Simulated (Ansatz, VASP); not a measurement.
## One calculation of SiC, two programs

Contents of INCAR:

```
PREC = Accurate ; ENCUT = 520
EDIFF = 1E-7 ; ISMEAR = 0
SIGMA = 0.05 ; LREAL = False
LASPH = True ; NELM = 60
ALGO = Normal ; ISIF = 2
LWAVE = False ; LCHARG = False
GGA = PS ; NBANDS = 11
```

The input KPOINTS:

```
regular mesh
0
Gamma
  12 12 12
```

File POSCAR:

```
SiC
1.0
    0.0000000000      2.1393792757      2.1393792757
    2.1393792757      0.0000000000      2.1393792757
    2.0833275386      2.0833275386      0.0560517370
Si C
1 1
Direct
    0.0000000000      0.0000000000      0.0000000000
    0.7500000000      0.7500000000      0.7500000000
```

Input for Ansatz:

```yaml
crystal:
  lattice:
    - [0.0, 2.1393792757, 2.1393792757]
    - [2.1393792757, 0.0, 2.1393792757]
    - [2.0833275386, 2.0833275386, 0.056051737]
  atoms:
    - { symbol: Si, position: [0.0, 0.0, 0.0] }
    - { symbol: C, position: [0.75, 0.75, 0.75] }
basis:
  ecutwfc: 520.0
kpoints:
  mp_grid: { grid: [12, 12, 12] }
hamiltonian:
  xc: pbesol
  pseudopotentials: { kind: paw, azcp: { folder: soft_1 } }
scf:
  occupations: { method: gaussian, width: 0.05 }
output:
  forces: true
  stress: true
  eigenvalues: true
  write_density: true
  write_potential: true
  elf: true
  volumetric_format: npy
```

Alike in both runs: task single point; functional PBEsol; k mesh 12 × 12 × 12; occupations gaussian, width 0.05 eV; no spin polarisation.

|  | VASP | Ansatz |
| --- | --- | --- |
| version | VASP 6.6.1 | Ansatz 0.2.0 |
| potentials or method | VASP PAW PBE potentials, release 64 (Si, C), cutoff 520 eV | scalar-relativistic, plane waves, PAW |
| valence electrons in the cell | 8 | 8 |

```csv
,VASP,Ansatz,Ansatz less VASP
gap on the k mesh at the Fermi level (eV),0.94,0.96,+0.015
least direct gap on the mesh (eV),4.26,4.28,+0.020
pressure (GPa),26.1,25.7,-0.37
"traceless stress, the component that is largest in VASP (GPa)",9.72,9.65,-0.064
rms of the force components (eV/Å),0.438,0.435,-0.0031
```

VASP's potentials were made for PBE, not for PBEsol, and Ansatz warns of the same on its side. Atom by atom the forces differ by 0.003 eV/Å (rms over components). The functional is the same, so the differences come from potentials, cutoffs and numerics.
